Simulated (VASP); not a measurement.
Rh: single point with r2SCAN0

Crystal: Rh.

```
Rh
1.0
     0.00000    1.89785    1.89785
     1.89785    0.00000    1.89785
     1.89785    1.89785    0.00000
Rh
1
Direct
  0.00000 0.00000 0.00000
```

| Quantity | Value |
| --- | --- |
| Program | VASP 6.6.1 |
| Task | single point |
| Functional | r2SCAN0 |
| Potentials or basis | VASP PAW PBE potentials, release 64 (Rh_pv) |
| Cutoff | 520 eV |
| k mesh | 7 × 7 × 7 |
| Occupations | fermi-dirac, width 0.05 eV |
| Spin | no spin polarisation |
| Dipole correction | no |
| Grid for exact exchange (PRECFOCK) | Normal |
| Further INCAR settings | ALGO = Normal; EDIFF = 1e-06; NBANDS = 14 |

```yaml
Pressure: -7.8 GPa
```

Levels at points of the mesh, in eV from the Fermi level:
```
           k point  band 5  band 6  band 7  band 8  band 9  band 10
(0.00, 0.00, 0.00)   -4.16   -4.16   -4.16   -2.23   -2.23    18.09
```

Run time: 25 min on 1 thread of Intel(R) Xeon(R) Platinum 8375C CPU @ 2.90GHz (Ice Lake), with other jobs on the host, peak memory 0.14 GiB.

Caveat: the k points lie up to 0.41 Å⁻¹ apart; the PAW data sets were made with another functional, which shifts forces and pressure a little.
